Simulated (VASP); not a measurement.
# BaTiO3 (P4mm) in VASP: further runs

The runs below take BaTiO3 through single point, with PBE+U.

All numbers are computed with VASP 6.6.1; they aren't measurements. Logs are shortened: lines on timing, memory, paths and dates and some standing lists are left out, and cuts for length are marked.

### Step 1. The cell of the first run

It takes space group P4mm (No. 99, tetragonal). Conventional cell: a = 4.000 Å, b = 4.000 Å, c = 4.018 Å, α = 90.00°, β = 90.00°, γ = 90.00°. Within 3.7 Å of Ba (site symmetry 4mm) lie 12 O at 2.79 to 2.88 Å and 8 Ti at 3.45 to 3.49 Å. Within 2.5 Å of Ti (site symmetry 4mm) lie 6 O at 1.89 to 2.13 Å. Within 2.5 Å of O (site symmetry 4mm) lie 2 Ti at 1.89 to 2.13 Å. O (site symmetry 2mm) has 2 Ti at 2.00 Å within 2.7 Å.

### Step 2. Single point, PBE+U

File INCAR:

```
PREC = Accurate
ENCUT = 520
EDIFF = 1E-7
ISMEAR = -1
SIGMA = 0.02
LREAL = False
LASPH = True
NELM = 150
ALGO = Normal
ISIF = 2
LWAVE = False
LCHARG = True
LMAXMIX = 4
LDAU = True
LDAUTYPE = 2
LDAUL = -1 2 -1
LDAUU = 0 1 0
LDAUJ = 0 0 0
LDAUPRINT = 1
GGA = PE
LELF = True
LVHAR = True
NBANDS = 28
```

File KPOINTS:

```
regular mesh
0
Gamma
  6 6 6
```

File POSCAR:

```
BaTiO3
1.0
    3.9998000000      0.0000000000      0.0000000000
    0.0000000000      3.9998000000      0.0000000000
    0.0000000000      0.0000000000      4.0180000000
Ba Ti O
1 1 3
Direct
    0.0000000000      0.0000000000      0.0000000000
    0.5000000000      0.5000000000      0.4900000000
    0.5000000000      0.5000000000      0.0190000000
    0.5000000000      0.0000000000      0.5170000000
    0.0000000000      0.5000000000      0.5170000000
```

Potentials or basis: VASP PAW PBE potentials, release 64 (Ba_sv, Ti_sv, O).

Command:

```
cat potpaw_PBE.64/Ba_sv/POTCAR potpaw_PBE.64/Ti_sv/POTCAR potpaw_PBE.64/O/POTCAR > POTCAR
mpirun -np 1 vasp_std > vasp.out
```

OUTCAR:

```text
PREC = Accurate
   ENCUT = 520
   EDIFF = 1E-7
   ISMEAR = -1
   LREAL = False
   LASPH = True
   NELM = 150
   ISIF = 2
   GGA = PE

 ion  position               nearest neighbor table
   1  0.000  0.000  0.000-   4 2.79   5 2.79   5 2.79   4 2.79   3 2.83   3 2.83   3 2.83   3 2.83
                             4 2.88   5 2.88   5 2.88   4 2.88   2 3.45   2 3.45   2 3.45   2 3.45
   2  0.500  0.500  0.490-   3 1.89   4 2.00   5 2.00   4 2.00   5 2.00   3 2.13   1 3.45   1 3.45
                             1 3.45   1 3.45   1 3.49   1 3.49   1 3.49   1 3.49
   3  0.500  0.500  0.019-   2 1.89   2 2.13   1 2.83   1 2.83   1 2.83   1 2.83
   4  0.500  0.000  0.517-   2 2.00   2 2.00   1 2.79   1 2.79   1 2.88   1 2.88
   5  0.000  0.500  0.517-   2 2.00   2 2.00   1 2.79   1 2.79   1 2.88   1 2.88

  LATTYP: Found a simple tetragonal cell.
 ALAT       =     3.9998000000
 C/A-ratio  =     1.0045502275

  Lattice vectors:

 A1 = (   3.9998000000,   0.0000000000,   0.0000000000)
 A2 = (   0.0000000000,   3.9998000000,   0.0000000000)
 A3 = (   0.0000000000,   0.0000000000,   4.0180000000)

Analysis of symmetry for initial positions (statically):
=====================================================================
 Subroutine PRICEL returns:
 Original cell was already a primitive cell.

 Routine SETGRP: Setting up the symmetry group for a
 simple tetragonal supercell.

 Subroutine GETGRP returns: Found  8 space group operations
 (whereof  8 operations were pure point group operations)
 out of a pool of 16 trial point group operations.

The static configuration has the point symmetry C_4v.

Analysis of symmetry for dynamics (positions and initial velocities):
=====================================================================
 Subroutine PRICEL returns:
 Original cell was already a primitive cell.

 Routine SETGRP: Setting up the symmetry group for a
 simple tetragonal supercell.

 Subroutine GETGRP returns: Found  8 space group operations
 (whereof  8 operations were pure point group operations)
 out of a pool of 16 trial point group operations.

The dynamic configuration has the point symmetry C_4v.

 Subroutine INISYM returns: Found  8 space group operations
 (whereof  8 operations are pure point group operations),
 and found     1 'primitive' translations

----------------------------------------------------------------------------------------

                                     Primitive cell

  volume of cell :      64.2816

  direct lattice vectors                    reciprocal lattice vectors
     3.999800000  0.000000000  0.000000000     0.250012501  0.000000000  0.000000000
     0.000000000  3.999800000  0.000000000     0.000000000  0.250012501  0.000000000
     0.000000000  0.000000000  4.018000000     0.000000000  0.000000000  0.248880040

  length of vectors
     3.999800000  3.999800000  4.018000000     0.250012501  0.250012501  0.248880040

  position of ions in fractional coordinates (direct lattice)
     0.000000000  0.000000000  0.000000000
     0.500000000  0.500000000  0.490000000
     0.500000000  0.500000000  0.019000000
     0.500000000  0.000000000  0.517000000
     0.000000000  0.500000000  0.517000000

  ion indices of the primitive-cell ions
   primitive index   ion index
                 1           1
                 2           2
                 3           3
                 4           4
                 5           5

----------------------------------------------------------------------------------------

 KPOINTS: regular mesh

Automatic generation of k-mesh.
 Grid dimensions read from file:
 generate k-points for:    6    6    6

[... 53 lines left out ...]
 SYSTEM =  unknown system
   PREC   = accura    normal or accurate (medium, high low for compatibility)
   ISTART =      0    job   : 0-new  1-cont  2-samecut
   ICHARG =      2    charge: 1-file 2-atom 10-const
   ISPIN  =      1    spin polarized calculation?
   LNONCOLLINEAR =      F non collinear calculations
   LSORBIT =      F    spin-orbit coupling
   LASPH  =      T    aspherical Exc in radial PAW
   ENCUT  =  520.0 eV  38.22 Ry    6.18 a.u.   7.44  7.44  7.47*2*pi/ulx,y,z
   NELM   =    150;   NELMIN=  2; NELMDL= -5     # of ELM steps
   EDIFF  = 0.1E-06   stopping-criterion for ELM
   LREAL  =      F    real-space projection
   EDIFFG = 0.1E-05   stopping-criterion for IOM
   NSW    =      0    number of steps for IOM
   IBRION =     -1    ionic relax: 0-MD 1-quasi-New 2-CG
   NFREE  =      0    steps in history (QN), initial steepest desc. (CG)
   ISIF   =      2    stress and relaxation
   ISYM   =      2    0-nonsym 1-usesym 2-fastsym
   POTIM  = 0.5000    time-step for ionic-motion
   TEBEG  =    0.0;   TEEND  =   0.0 temperature during run
   PSTRESS=    0.0 pullay stress
   NELECT =      40.0000    total number of electrons
   NUPDOWN=      -1.0000    fix difference up-down
   EMIN   =  10.00;   EMAX   =-10.00  energy-range for DOS
   EFERMI =   0.00;   METHOD = LEGACY
   ISMEAR =    -1;   SIGMA  =   0.02  broadening in eV -4-tet -1-fermi 0-gaus
   EFERMI_NEDOS =   21; number of points for ismear=-14 and -15
   IALGO  =     38    algorithm
   IMIX   =      4    mixing-type and parameters
     AMIX     =   0.40;   BMIX     =  1.00
     AMIX_MAG =   1.60;   BMIX_MAG =  1.00
  volume/ion in A,a.u.               =      12.86        86.76
  Fermi-wavevector in a.u.,A,eV,Ry     =   1.397653  2.641181 26.578078  1.953434
  Thomas-Fermi vector in A             =   2.520888
   LORBIT       =      0    0 simple, 1 ext, 2 COOP (PROOUT), +10 PAW based schemes
 LDA+U is selected, type is set to LDAUTYPE =  2
   angular momentum for each species LDAUL =    -1    2   -1
   U (eV)           for each species LDAUU =   0.0  1.0  0.0
   J (eV)           for each species LDAUJ =   0.0  0.0  0.0
   GGA     = PE    functional components
   LHFCALC =     F    Hartree Fock is set to
   AEXX    =    0.0000 exact exchange contribution
   IVDW    =     0    specifies the selected vdW correction
   LEPSILON=     F    determine dielectric tensor
   LRPA    =     F    only Hartree local field effects (RPA)
 non-spin polarized calculation
  energy-cutoff  :      520.00
  volume of cell :       64.28
 maximum number of plane-waves:      1751
 NGX is ok and might be reduce to    30
   NGX = 15   NGY = 15   NGZ = 15

atom =   2  type =  2  l = 2

 onsite density matrix

spin component  1

  0.1171  0.0000 -0.0000 -0.0000  0.0000
  0.0000  0.1236  0.0000 -0.0000 -0.0000
 -0.0000  0.0000  0.2494 -0.0000 -0.0000
 -0.0000 -0.0000 -0.0000  0.1236  0.0000
  0.0000 -0.0000 -0.0000  0.0000  0.2416

spin component  2

  0.1171  0.0000 -0.0000 -0.0000  0.0000
  0.0000  0.1236  0.0000 -0.0000 -0.0000
 -0.0000  0.0000  0.2494 -0.0000 -0.0000
 -0.0000 -0.0000 -0.0000  0.1236  0.0000
  0.0000 -0.0000 -0.0000  0.0000  0.2416

 occupancies and eigenvectors

  o =  0.1171  v =  1.0000  0.0000  0.0000  0.0000  0.0000  0.0000  0.0000  0.0000  0.0000  0.0000      0.0000  0.0000  0.0000  0.0000  0.0000  0.0000  0.0000  0.0000  0.0000  0.0000
  o =  0.1171  v =  0.0000  0.0000  0.0000  0.0000  0.0000  1.0000  0.0000  0.0000  0.0000  0.0000      0.0000  0.0000  0.0000  0.0000  0.0000  0.0000  0.0000  0.0000  0.0000  0.0000
  o =  0.1236  v =  0.0000 -0.0002 -0.0000 -1.0000  0.0000  0.0000  0.0000  0.0000  0.0000  0.0000      0.0000  0.0000  0.0000  0.0000  0.0000  0.0000  0.0000  0.0000  0.0000  0.0000
  o =  0.1236  v =  0.0000  0.0000  0.0000  0.0000  0.0000  0.0000 -0.0002 -0.0000 -1.0000  0.0000      0.0000  0.0000  0.0000  0.0000  0.0000  0.0000  0.0000  0.0000  0.0000  0.0000
  o =  0.1236  v =  0.0000  1.0000 -0.0000 -0.0002  0.0000  0.0000  0.0000  0.0000  0.0000  0.0000      0.0000  0.0000  0.0000  0.0000  0.0000  0.0000  0.0000  0.0000  0.0000  0.0000
  o =  0.1236  v =  0.0000  0.0000  0.0000  0.0000  0.0000  0.0000  1.0000 -0.0000 -0.0002  0.0000      0.0000  0.0000  0.0000  0.0000  0.0000  0.0000  0.0000  0.0000  0.0000  0.0000
  o =  0.2416  v =  0.0000  0.0000  0.0000  0.0000  0.0000  0.0000 -0.0000  0.0000  0.0000  1.0000      0.0000  0.0000  0.0000  0.0000  0.0000  0.0000  0.0000  0.0000  0.0000  0.0000
  o =  0.2416  v =  0.0000 -0.0000  0.0000  0.0000  1.0000  0.0000  0.0000  0.0000  0.0000  0.0000      0.0000  0.0000  0.0000  0.0000  0.0000  0.0000  0.0000  0.0000  0.0000  0.0000
  o =  0.2494  v =  0.0000  0.0000  0.0000  0.0000  0.0000  0.0000 -0.0000 -1.0000  0.0000  0.0000      0.0000  0.0000  0.0000  0.0000  0.0000  0.0000  0.0000  0.0000  0.0000  0.0000
  o =  0.2494  v =  0.0000 -0.0000 -1.0000  0.0000  0.0000  0.0000  0.0000  0.0000  0.0000  0.0000      0.0000  0.0000  0.0000  0.0000  0.0000  0.0000  0.0000  0.0000  0.0000  0.0000

 number of electron      39.9999977 magnetization

 Free energy of the ion-electron system (eV)
  ---------------------------------------------------
  ext. energy  EPLUGINS =         0.00000000
  ---------------------------------------------------
  free energy    TOTEN  =       -39.28487263 eV

  energy without entropy =      -39.28487263  energy(sigma->0) =      -39.28487263

 E-fermi :   4.3252     XC(G=0): -11.2441

 val. band max:        3.8823215019   @ k =   0.5000   0.5000   0.5000
 cond. band min:       5.7641783928   @ k =   0.0000   0.0000   0.0000
 fundamental gap:      1.8818568910
 Fermi energy:         4.3251515197

 k-point     1 :       0.0000    0.0000    0.0000
  band No.  band energies     occupation
      1     -52.9908      2.00000
      2     -29.2186      2.00000
      3     -29.1896      2.00000
      4     -29.1896      2.00000
      5     -20.9799      2.00000
      6     -13.0554      2.00000
[... 733 lines left out ...]
     27      11.9978      0.00000
     28      13.2903      0.00000

 [... further k-points ...]

------------------------ aborting loop because EDIFF is reached ----------------------------------------

  FORCE on cell =-STRESS in cart. coord.  units (eV):
  Direction    XX          YY          ZZ          XY          YZ          ZX
  --------------------------------------------------------------------------------------
  -------------------------------------------------------------------------------------
  Total        1.8744266      1.8744266      2.2841385      0.0000000      0.0000000      0.0000000
  in kB       46.7188915     46.7188915     56.9307002      0.0000000      0.0000000      0.0000000
  external PRESSURE =      50.1228277 kB  Pullay stress =       0.0000000 kB

 VOLUME and BASIS-vectors are now :
 -----------------------------------------------------------------------------
  energy-cutoff  :      520.00
  volume of cell :       64.28
      direct lattice vectors                 reciprocal lattice vectors
     3.999800000  0.000000000  0.000000000     0.250012501  0.000000000  0.000000000
     0.000000000  3.999800000  0.000000000     0.000000000  0.250012501  0.000000000
     0.000000000  0.000000000  4.018000000     0.000000000  0.000000000  0.248880040

 POSITION                                       TOTAL-FORCE (eV/Angst)
 -----------------------------------------------------------------------------------
      0.00000      0.00000      0.00000        -0.000000      0.000000      0.073510
      1.99990      1.99990      1.96882         0.000000      0.000000      0.028157
      1.99990      1.99990      0.07634         0.000000     -0.000000      0.139804
      1.99990      0.00000      2.07731         0.000000      0.000000     -0.120736
      0.00000      1.99990      2.07731         0.000000      0.000000     -0.120736
 -----------------------------------------------------------------------------------
    total drift:                                0.000000      0.000000      0.000125

  FREE ENERGIE OF THE ION-ELECTRON SYSTEM (eV)
  ---------------------------------------------------
  free  energy   TOTEN  =       -39.2848726329 eV

  energy  without entropy=      -39.2848726329  energy(sigma->0) =      -39.28487263
```

It took 2.4 min on 1 thread of AMD EPYC 7R13, shared host; peak memory 0.19 GiB.

Results:

```yaml
Free_energy: -39.2849 eV
Pressure: 5.0 GPa
Largest_force: 0.140 eV/Å
Band_gap_on_the_k_mesh: 1.88 eV, indirect (least direct gap 2.18 eV)
```

Forces in eV/Å, atoms in the order of the input:
```
Ba   0.000  0.000  0.074
Ti   0.000  0.000  0.028
O    0.000  0.000  0.140
O    0.000  0.000 -0.121
O    0.000  0.000 -0.121
```

Levels at points of the mesh, in eV from the valence-band top:
```
           k point  band 18  band 19  band 20  band 21  band 22  band 23
(0.00, 0.00, 0.00)    -0.31    -0.30    -0.30     1.88     2.08     2.08
(0.50, 0.00, 0.00)    -1.72    -0.95    -0.86     2.23     3.58     3.62
(0.50, 0.50, 0.00)    -0.98    -0.98    -0.09     3.63     3.63     4.03
(0.00, 0.00, 0.50)    -1.92    -0.72    -0.72     2.05     3.64     3.64
(0.50, 0.00, 0.50)    -0.91    -0.89    -0.17     3.61     3.65     4.01
(0.50, 0.50, 0.50)    -0.08    -0.08     0.00     4.25     4.25     4.26
```

Eigenvalues of the final occupation matrices:
```csv
site,spin,trace,eigenvalues
site 2 d,1,0.86,0.12 0.12 0.12 0.24 0.25
site 2 d,2,0.86,0.12 0.12 0.12 0.24 0.25
```

Caveat: spin-orbit coupling is left out, which moves the levels of the heavy elements. A k mesh can miss the band edges.

### Step 3. Single point, PBE+U

File INCAR:

```
PREC = Accurate ; ENCUT = 520
EDIFF = 1E-6 ; ISMEAR = -1
SIGMA = 0.02 ; LREAL = False
LASPH = True ; NELM = 150
ALGO = Normal ; ISIF = 2
LWAVE = False ; LCHARG = True
LMAXMIX = 4 ; LDAU = True
LDAUTYPE = 2 ; LDAUL = -1 2 -1
LDAUU = 0 3 0 ; LDAUJ = 0 0 0
LDAUPRINT = 1 ; GGA = PE
LELF = True ; LVHAR = True
NBANDS = 28
```

KPOINTS is that of step 2.

POSCAR is that of step 2.

Potentials or basis: VASP PAW PBE potentials, release 64 (Ba_sv, Ti_sv, O).

Command:

```
cat potpaw_PBE.64/Ba_sv/POTCAR potpaw_PBE.64/Ti_sv/POTCAR potpaw_PBE.64/O/POTCAR > POTCAR
mpirun -np 1 vasp_std > vasp.out
```

Wall time 2.2 min (1 thread of AMD EPYC 7R13, shared host); peak memory 0.19 GiB.

It converged, with:

```yaml
Free_energy: -37.9311 eV
Pressure: 6.7 GPa
Largest_force: 0.322 eV/Å
Band_gap_on_the_k_mesh: 2.12 eV, indirect (least direct gap 2.43 eV)
```

Forces on the atoms (eV/Å):
```
Ba   0.000  0.000  0.070
Ti   0.000  0.000  0.322
O    0.000  0.000 -0.134
O    0.000  0.000 -0.129
O    0.000  0.000 -0.129
```

Stress tensor (GPa, compression positive):
```
6.26 0.00 0.00
0.00 6.26 0.00
0.00 0.00 7.44
```

Levels at points of the mesh, in eV from the valence-band top:
| k point | band 16 | band 17 | band 18 | band 19 | band 20 | band 21 | band 22 | band 23 | band 24 | band 25 |
| --- | --- | --- | --- | --- | --- | --- | --- | --- | --- | --- |
| (0.00, 0.00, 0.00) | -1.23 | -1.15 | -0.33 | -0.30 | -0.30 | 2.12 | 2.29 | 2.29 | 3.99 | 4.06 |
| (0.50, 0.00, 0.00) | -1.96 | -1.77 | -1.70 | -0.97 | -0.89 | 2.45 | 3.81 | 3.83 | 4.03 | 5.82 |
| (0.50, 0.50, 0.00) | -2.67 | -1.88 | -0.98 | -0.98 | -0.09 | 3.84 | 3.84 | 4.26 | 4.66 | 7.60 |
| (0.00, 0.00, 0.50) | -1.97 | -1.88 | -1.88 | -0.76 | -0.76 | 2.30 | 3.85 | 3.85 | 3.99 | 5.94 |
| (0.50, 0.00, 0.50) | -2.63 | -1.84 | -0.92 | -0.90 | -0.17 | 3.84 | 3.87 | 4.23 | 4.79 | 7.56 |
| (0.50, 0.50, 0.50) | -2.38 | -2.35 | -0.08 | -0.08 | 0.00 | 4.47 | 4.47 | 4.49 | 6.48 | 6.64 |

Eigenvalues of the final occupation matrices:
```csv
site,spin,trace,eigenvalues
site 2 d,1,0.82,0.11 0.11 0.11 0.24 0.25
site 2 d,2,0.82,0.11 0.11 0.11 0.24 0.25
```

Caveat: spin-orbit coupling is left out, which moves the levels of the heavy elements. A k mesh can miss the band edges.

(Part 1 of 2 ends here.)
